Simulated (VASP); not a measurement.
# AgCl (rocksalt type) (Fm-3m) in VASP: further runs

AgCl (rocksalt type) is run at these levels: PBEsol; tasks: single point.

Program: VASP 6.6.1. These are calculated values, not measurements. Logs are shortened: lines on timing, memory, paths and dates and some standing lists are left out, and cuts for length are marked.

## (1) The cell of the first run

The structure is cubic, space group Fm-3m (No. 225). The conventional cell has a = 4.463 Å, b = 4.463 Å, c = 4.463 Å, α = 90.00°, β = 90.00°, γ = 90.00°. Within 3.0 Å of Ag (site symmetry m-3m) lie 6 Cl at 2.23 Å. Within 3.0 Å of Cl (site symmetry m-3m) lie 6 Ag at 2.23 Å.

## (2) Single point, PBEsol (volume scaled by 0.55)

The input, INCAR:

```
PREC = Accurate ; ENCUT = 520
EDIFF = 1E-7 ; ISMEAR = -1
SIGMA = 0.08 ; LREAL = F
LASPH = T ; NELM = 100
ALGO = Normal ; ISIF = 2
LWAVE = F ; LCHARG = F
GGA = PS ; NBANDS = 16
```

The input, KPOINTS:

```
Automatic mesh
0
Gamma
  15 15 15
```

The input, POSCAR:

```
AgCl
1.0
    0.0000000000      2.2315852803      2.2315852803
    2.2315852803      0.0000000000      2.2315852803
    2.2315852803      2.2315852803      0.0000000000
Ag Cl
1 1
Direct
    0.0000000000      0.0000000000      0.0000000000
    0.5000000000      0.5000000000      0.5000000000
```

Potentials or basis: VASP PAW PBE potentials, release 64 (Ag, Cl).

Started as:

```console
$ cat potpaw_PBE.64/Ag/POTCAR potpaw_PBE.64/Cl/POTCAR > POTCAR
$ mpirun -np 1 vasp_std > vasp.out
```

OUTCAR:

```text
PREC = Accurate
   ENCUT = 520
   EDIFF = 1E-7
   ISMEAR = -1
   LREAL = F
   LASPH = T
   NELM = 100
   ISIF = 2
   GGA = PS

 ion  position               nearest neighbor table
   1  0.000  0.000  0.000-   2 2.23   2 2.23   2 2.23   2 2.23   2 2.23   2 2.23
   2  0.500  0.500  0.500-   1 2.23   1 2.23   1 2.23   1 2.23   1 2.23   1 2.23

  LATTYP: Found a face centered cubic cell.
 ALAT       =     4.4631705606

  Lattice vectors:

 A1 = (   0.0000000000,   2.2315852803,   2.2315852803)
 A2 = (   2.2315852803,   0.0000000000,   2.2315852803)
 A3 = (   2.2315852803,   2.2315852803,   0.0000000000)

Analysis of symmetry for initial positions (statically):
=====================================================================
 Subroutine PRICEL returns:
 Original cell was already a primitive cell.

 Routine SETGRP: Setting up the symmetry group for a
 face centered cubic supercell.

 Subroutine GETGRP returns: Found 48 space group operations
 (whereof 48 operations were pure point group operations)
 out of a pool of 48 trial point group operations.

The static configuration has the point symmetry O_h .

Analysis of symmetry for dynamics (positions and initial velocities):
=====================================================================
 Subroutine PRICEL returns:
 Original cell was already a primitive cell.

 Routine SETGRP: Setting up the symmetry group for a
 face centered cubic supercell.

 Subroutine GETGRP returns: Found 48 space group operations
 (whereof 48 operations were pure point group operations)
 out of a pool of 48 trial point group operations.

The dynamic configuration has the point symmetry O_h .

 Subroutine INISYM returns: Found 48 space group operations
 (whereof 48 operations are pure point group operations),
 and found     1 'primitive' translations

----------------------------------------------------------------------------------------

                                     Primitive cell

  volume of cell :      22.2265

  direct lattice vectors                    reciprocal lattice vectors
     0.000000000  2.231585280  2.231585280    -0.224055968  0.224055968  0.224055968
     2.231585280  0.000000000  2.231585280     0.224055968 -0.224055968  0.224055968
     2.231585280  2.231585280  0.000000000     0.224055968  0.224055968 -0.224055968

  length of vectors
     3.155938169  3.155938169  3.155938169     0.388076320  0.388076320  0.388076320

  position of ions in fractional coordinates (direct lattice)
     0.000000000  0.000000000  0.000000000
     0.500000000  0.500000000  0.500000000

  ion indices of the primitive-cell ions
   primitive index   ion index
                 1           1
                 2           2

----------------------------------------------------------------------------------------

 KPOINTS: Automatic mesh

Automatic generation of k-mesh.
 Grid dimensions read from file:
 generate k-points for:   15   15   15

 Generating k-lattice:

  Cartesian coordinates                     Fractional coordinates (reciprocal lattice)
    -0.014937065  0.014937065  0.014937065     0.066666667  0.000000000  0.000000000
     0.014937065 -0.014937065  0.014937065     0.000000000  0.066666667  0.000000000
     0.014937065  0.014937065 -0.014937065     0.000000000  0.000000000  0.066666667

  Length of vectors
     0.025871755  0.025871755  0.025871755

  Shift w.r.t. Gamma in fractional coordinates (k-lattice)
     0.000000000  0.000000000  0.000000000

 Subroutine IBZKPT returns following result:
 ===========================================

 Found    120 irreducible k-points:

 Following reciprocal coordinates:
            Coordinates               Weight
  0.000000  0.000000  0.000000      1.000000
  0.066667  0.000000  0.000000      8.000000
  0.133333  0.000000  0.000000      8.000000
  0.200000  0.000000  0.000000      8.000000
  0.266667  0.000000  0.000000      8.000000
  0.333333  0.000000  0.000000      8.000000
[... 16 lines left out ...]
  0.133333  0.133333  0.000000      6.000000
  0.200000  0.133333  0.000000     24.000000
 [... further k-points ...]
   k-points           NKPTS =    120   k-points in BZ     NKDIM =    120   number of bands    NBANDS=     16
   number of dos      NEDOS =    301   number of ions     NIONS =      2
   total plane-waves  NPLWV =  13824
   dimension x,y,z NGX =    24 NGY =   24 NGZ =   24
   dimension x,y,z NGXF=    48 NGYF=   48 NGZF=   48
   ions per type =               1   1
   NGX,Y,Z   is equivalent  to a cutoff of  12.64, 12.64, 12.64 a.u.
   NGXF,Y,Z  is equivalent  to a cutoff of  25.29, 25.29, 25.29 a.u.
 SYSTEM =  unknown system
   PREC   = accura    normal or accurate (medium, high low for compatibility)
   ISTART =      0    job   : 0-new  1-cont  2-samecut
   ICHARG =      2    charge: 1-file 2-atom 10-const
   ISPIN  =      1    spin polarized calculation?
   LNONCOLLINEAR =      F non collinear calculations
   LSORBIT =      F    spin-orbit coupling
   LASPH  =      T    aspherical Exc in radial PAW
   ENCUT  =  520.0 eV  38.22 Ry    6.18 a.u.   5.87  5.87  5.87*2*pi/ulx,y,z
   NELM   =    100;   NELMIN=  2; NELMDL= -5     # of ELM steps
   EDIFF  = 0.1E-06   stopping-criterion for ELM
   LREAL  =      F    real-space projection
   EDIFFG = 0.1E-05   stopping-criterion for IOM
   NSW    =      0    number of steps for IOM
   IBRION =     -1    ionic relax: 0-MD 1-quasi-New 2-CG
   NFREE  =      0    steps in history (QN), initial steepest desc. (CG)
   ISIF   =      2    stress and relaxation
   ISYM   =      2    0-nonsym 1-usesym 2-fastsym
   POTIM  = 0.5000    time-step for ionic-motion
   TEBEG  =    0.0;   TEEND  =   0.0 temperature during run
   PSTRESS=    0.0 pullay stress
   NELECT =      18.0000    total number of electrons
   NUPDOWN=      -1.0000    fix difference up-down
   EMIN   =  10.00;   EMAX   =-10.00  energy-range for DOS
   EFERMI =   0.00;   METHOD = LEGACY
   ISMEAR =    -1;   SIGMA  =   0.08  broadening in eV -4-tet -1-fermi 0-gaus
   EFERMI_NEDOS =   21; number of points for ismear=-14 and -15
   IALGO  =     38    algorithm
   IMIX   =      4    mixing-type and parameters
     AMIX     =   0.40;   BMIX     =  1.00
     AMIX_MAG =   1.60;   BMIX_MAG =  1.00
  volume/ion in A,a.u.               =      11.11        75.00
[... 30 lines left out ...]
 Fermi energy:        16.0444373864

 k-point     1 :       0.0000    0.0000    0.0000
  band No.  band energies     occupation
      1      -6.3416      2.00000
      2       7.9926      2.00000
      3       7.9926      2.00000
      4       7.9926      2.00000
      5       8.1635      2.00000
      6       8.1635      2.00000
[... 8 lines left out ...]
     15      31.4475      0.00000
     16      31.4475      0.00000

 k-point     2 :       0.0667    0.0000    0.0000
  band No.  band energies     occupation
      1      -6.2686      2.00000
      2       7.7071      2.00000
      3       7.7071      2.00000
      4       7.7282      2.00000
      5       8.0803      2.00000
      6       8.0803      2.00000
[... 8 lines left out ...]
     15      30.4236      0.00000
     16      30.4236      0.00000

 k-point     3 :       0.1333    0.0000    0.0000
  band No.  band energies     occupation
      1      -6.0545      2.00000
      2       6.9951      2.00000
      3       6.9951      2.00000
      4       6.9951      2.00000
      5       8.2439      2.00000
      6       8.2439      2.00000
[... 8 lines left out ...]
     15      29.1616      0.00000
     16      29.1616      0.00000

 k-point     4 :       0.2000    0.0000    0.0000
  band No.  band energies     occupation
      1      -5.7151      2.00000
      2       5.9834      2.00000
      3       6.3185      2.00000
      4       6.3185      2.00000
      5       8.5048      2.00000
      6       8.5048      2.00000
[... 8 lines left out ...]
     15      28.3960      0.00000
     16      28.5203      0.00000

 k-point     5 :       0.2667    0.0000    0.0000
  band No.  band energies     occupation
      1      -5.2805      2.00000
      2       4.8945      2.00000
      3       5.7489      2.00000
      4       5.7489      2.00000
      5       8.8263      2.00000
      6       8.8263      2.00000
[... 8 lines left out ...]
     15      28.1177      0.00000
     16      29.5490      0.00000

 k-point     6 :       0.3333    0.0000    0.0000
  band No.  band energies     occupation
      1      -4.8028      2.00000
      2       3.8788      2.00000
      3       5.3095      2.00000
      4       5.3095      2.00000
      5       9.1594      2.00000
      6       9.1594      2.00000
[... 8 lines left out ...]
     15      28.0969      0.00000
     16      30.3598      0.00000

 k-point     7 :       0.4000    0.0000    0.0000
  band No.  band energies     occupation
      1      -4.3667      2.00000
      2       3.0682      2.00000
      3       5.0117      2.00000
      4       5.0117      2.00000
      5       9.4406      2.00000
      6       9.4406      2.00000
[... 8 lines left out ...]
     15      28.1703      0.00000
     16      30.9375      0.00000

 k-point     8 :       0.4667    0.0000    0.0000
  band No.  band energies     occupation
      1      -4.0939      2.00000
      2       2.6045      2.00000
      3       4.8615      2.00000
      4       4.8615      2.00000
      5       9.6036      2.00000
      6       9.6036      2.00000
[... 8 lines left out ...]
     15      28.2371      0.00000
     16      31.3429      0.00000

 k-point     9 :       0.0667    0.0667    0.0000
  band No.  band energies     occupation
      1      -6.2453      2.00000
      2       7.2906      2.00000
      3       7.8535      2.00000
      4       7.8535      2.00000
      5       7.9227      2.00000
      6       8.1941      2.00000
[... 8 lines left out ...]
     15      29.1868      0.00000
     16      31.4738      0.00000
[... 172 lines left out ...]
 k-point    19 :      -0.2667    0.0667    0.0000
  band No.  band energies     occupation
      1      -5.0866      2.00000
      2       4.4637      2.00000
      3       5.4406      2.00000
      4       5.7857      2.00000
      5       8.8206      2.00000
      6       9.0616      2.00000
[... 8 lines left out ...]
     15      29.1458      0.00000
     16      30.3329      0.00000

 k-point    20 :      -0.2000    0.0667    0.0000
  band No.  band energies     occupation
      1      -5.5299      2.00000
      2       5.4282      2.00000
      3       5.9028      2.00000
      4       6.3749      2.00000
      5       8.5037      2.00000
      6       8.7521      2.00000
[... 8 lines left out ...]
     15      29.2094      0.00000
     16      29.4601      0.00000

 k-point    21 :      -0.1333    0.0667    0.0000
  band No.  band energies     occupation
      1      -5.8965      2.00000
      2       6.3660      2.00000
      3       6.4781      2.00000
      4       7.0205      2.00000
      5       8.2489      2.00000
      6       8.4755      2.00000
[... 8 lines left out ...]
     15      28.2115      0.00000
     16      29.7710      0.00000

 k-point    22 :      -0.0667    0.0667    0.0000
  band No.  band energies     occupation
      1      -6.1495      2.00000
      2       7.1261      2.00000
      3       7.1936      2.00000
      4       7.5365      2.00000
      5       8.0914      2.00000
      6       8.2628      2.00000
[... 8 lines left out ...]
     15      28.7450      0.00000
     16      30.3664      0.00000

 k-point    23 :       0.1333    0.1333    0.0000
  band No.  band energies     occupation
      1      -5.9744      2.00000
      2       6.0063      2.00000
      3       7.6015      2.00000
      4       7.6015      2.00000
      5       7.7297      2.00000
      6       8.2813      2.00000
[... 8 lines left out ...]
     15      28.5532      0.00000
     16      31.5594      0.00000

 k-point    24 :       0.2000    0.1333    0.0000
  band No.  band energies     occupation
      1      -5.7433      2.00000
      2       5.3966      2.00000
      3       7.0868      2.00000
      4       7.2042      2.00000
      5       7.9002      2.00000
      6       8.4970      2.00000
[... 8 lines left out ...]
     15      29.5266      0.00000
     16      31.1731      0.00000

 [... further k-points ...]
[... 5 lines left out ...]
  --------------------------------------------------------------------------------------
  -------------------------------------------------------------------------------------
  Total       21.9999528     21.9999528     21.9999528     -0.0000000      0.0000000     -0.0000000
  in kB     1585.8491405   1585.8491405   1585.8491405     -0.0000000      0.0000000     -0.0000000
  external PRESSURE =    1585.8491405 kB  Pullay stress =       0.0000000 kB

 VOLUME and BASIS-vectors are now :
 -----------------------------------------------------------------------------
  energy-cutoff  :      520.00
  volume of cell :       22.23
      direct lattice vectors                 reciprocal lattice vectors
     0.000000000  2.231585280  2.231585280    -0.224055968  0.224055968  0.224055968
     2.231585280  0.000000000  2.231585280     0.224055968 -0.224055968  0.224055968
     2.231585280  2.231585280  0.000000000     0.224055968  0.224055968 -0.224055968

 POSITION                                       TOTAL-FORCE (eV/Angst)
 -----------------------------------------------------------------------------------
      0.00000      0.00000      0.00000        -0.000000      0.000000     -0.000000
      2.23159      2.23159      2.23159         0.000000      0.000000      0.000000
 -----------------------------------------------------------------------------------
    total drift:                                0.000000     -0.000000     -0.000000

  FREE ENERGIE OF THE ION-ELECTRON SYSTEM (eV)
  ---------------------------------------------------
  free  energy   TOTEN  =        -1.1095525410 eV

  energy  without entropy=       -1.1093542855  energy(sigma->0) =       -1.10945341
```

Wall time 42 s (1 thread of Intel Xeon 8259CL, shared host); peak memory 0.17 GiB.

Results:

| Quantity | Value |
| --- | --- |
| Free energy | -1.1096 eV |
| Pressure | 158.6 GPa |
| Band gap on the k mesh | 0.62 eV, indirect (least direct gap 1.02 eV) |

Levels at points of the mesh, in eV from the valence-band top:
| k point | band 6 | band 7 | band 8 | band 9 | band 10 | band 11 | band 12 | band 13 |
| --- | --- | --- | --- | --- | --- | --- | --- | --- |
| (0.00, 0.00, 0.00) | -7.50 | -5.88 | -5.88 | -5.88 | 2.01 | 9.26 | 10.31 | 10.31 |

Caveat: the PAW data sets were made with another functional, which shifts forces and pressure a little.

## (3) Single point, PBEsol (volume scaled by 0.65)

The input, INCAR:

```
ALGO     = Normal         # electronic algorithm
EDIFF    = 1E-7           # SCF threshold, eV
ENCUT    = 520            # plane-wave cutoff, eV
GGA      = PS             # functional
ISIF     = 2              # what is computed and relaxed
ISMEAR   = -1             # smearing method
LASPH    = True           # aspherical terms in the spheres
LCHARG   = True           # write CHGCAR
LELF     = True           # ELF
LREAL    = False          # projectors in reciprocal space
LVHAR    = True         
LWAVE    = False          # write WAVECAR
NBANDS   = 16             # bands
NELM     = 60             # most SCF steps
PREC     = Accurate       # precision mode
SIGMA    = 0.08           # smearing width, eV
```

The input, KPOINTS:

```
k-points
0
Gamma
  15 15 15
```

The input, POSCAR:

```
AgCl
1.0
    0.0000000000      2.3593753831      2.3593753831
    2.3593753831      0.0000000000      2.3593753831
    2.3593753831      2.3593753831      0.0000000000
Ag Cl
1 1
Direct
    0.0000000000      0.0000000000      0.0000000000
    0.5000000000      0.5000000000      0.5000000000
```

Potentials or basis: VASP PAW PBE potentials, release 64 (Ag, Cl).

Started as:

```console
$ cat potpaw_PBE.64/Ag/POTCAR potpaw_PBE.64/Cl/POTCAR > POTCAR
$ mpirun -np 1 vasp_std > vasp.out
```

It took 99 s on 1 thread of Intel Xeon 8259CL, shared host; peak memory 0.19 GiB.

The run converged, but its numbers aren't listed here, since they failed a check.

Caveat: the PAW data sets were made with another functional, which shifts forces and pressure a little.

## (4) Single point, PBEsol (volume scaled by 0.75)

The input, INCAR:

```
SYSTEM = AgCl
  ALGO = Normal
  EDIFF = 1E-6
  ENCUT = 520
  GGA = PS
  ISIF = 2
  ISMEAR = -1
  LASPH = .TRUE.
  LCHARG = .FALSE.
  LREAL = .FALSE.
  LWAVE = .FALSE.
  NBANDS = 16
  NELM = 80
  PREC = Accurate
  SIGMA = 0.08
```

The input, KPOINTS:

```
k-points
0
G
  15 15 15
  0 0 0
```

The input, POSCAR:

```
AgCl
1.0
    0.0000000000      2.4746456079      2.4746456079
    2.4746456079      0.0000000000      2.4746456079
    2.4746456079      2.4746456079      0.0000000000
Ag Cl
1 1
Direct
    0.0000000000      0.0000000000      0.0000000000
    0.5000000000      0.5000000000      0.5000000000
```

Started as:

```console
$ cat potpaw_PBE.64/Ag/POTCAR potpaw_PBE.64/Cl/POTCAR > POTCAR
$ mpirun -np 1 vasp_std > vasp.out
```

It took 93 s on 1 thread of Intel Xeon 8259CL, shared host; peak memory 0.2 GiB.

The run converged. Its results:

```yaml
Free_energy: -5.2492 eV
Pressure: 34.5 GPa
Band_gap_on_the_k_mesh: 1.01 eV, indirect (least direct gap 2.87 eV)
```

Levels at points of the mesh, in eV from the valence-band top:
```tsv
k point	band 6	band 7	band 8	band 9	band 10	band 11	band 12	band 13
(0.00, 0.00, 0.00)	-4.39	-3.92	-3.92	-3.92	1.01	10.59	10.59	10.59
```

Caveat: the PAW data sets were made with another functional, which shifts forces and pressure a little. A k mesh can miss the band edges.

## (5) Single point, PBEsol (volume scaled by 0.85)

The input, INCAR:

```
PREC = Accurate
ENCUT = 520
EDIFF = 1E-6
ISMEAR = -1
SIGMA = 0.08
LREAL = False
LASPH = True
NELM = 60
ALGO = Normal
ISIF = 2
LWAVE = False
LCHARG = False
GGA = PS
NBANDS = 16
```

The input, KPOINTS:

```
regular mesh
0
Gamma
  15 15 15
```

The input, POSCAR:

```
AgCl
1.0
    0.0000000000      2.5800744232      2.5800744232
    2.5800744232      0.0000000000      2.5800744232
    2.5800744232      2.5800744232      0.0000000000
Ag Cl
1 1
Direct
    0.0000000000      0.0000000000      0.0000000000
    0.5000000000      0.5000000000      0.5000000000
```

Started as:

```console
$ cat potpaw_PBE.64/Ag/POTCAR potpaw_PBE.64/Cl/POTCAR > POTCAR
$ mpirun -np 1 vasp_std > vasp.out
```

It took 83 s on 1 thread of Intel Xeon 8259CL, shared host; peak memory 0.2 GiB.

Results (log left out):

| Item | Value |
| --- | --- |
| Free energy | -5.8361 eV |
| Pressure | 14.0 GPa |
| Band gap on the k mesh | 0.82 eV, indirect (least direct gap 3.38 eV) |

Levels at points of the mesh, in eV from the valence-band top:
```
           k point  band 7  band 8  band 9  band 10  band 11  band 12
(0.00, 0.00, 0.00)   -3.28   -3.28   -3.28     0.82    10.67    10.67
```

Caveat: the PAW data sets were made with another functional, which shifts forces and pressure a little.

## (6) Overview

```tsv
cell	gap on the mesh (eV)	pressure (GPa)
a = 3.156 Å, angles 60.0°, 2 atoms	0.62	158.6
a = 3.500 Å, angles 60.0°, 2 atoms	1.01	34.5
a = 3.649 Å, angles 60.0°, 2 atoms	0.82	14.0
```

Alike in all rows: task single point; level PBEsol; potentials or basis VASP PAW PBE potentials, release 64 (Ag, Cl); no spin polarisation; k mesh 15 × 15 × 15; cutoff (eV) 520; smearing fermi-dirac 0.08 eV.

Caveats: the PAW data sets were made with another functional, which shifts forces and pressure a little.

Total energies depend on the potentials used, so only differences within one code and one set of settings carry meaning.
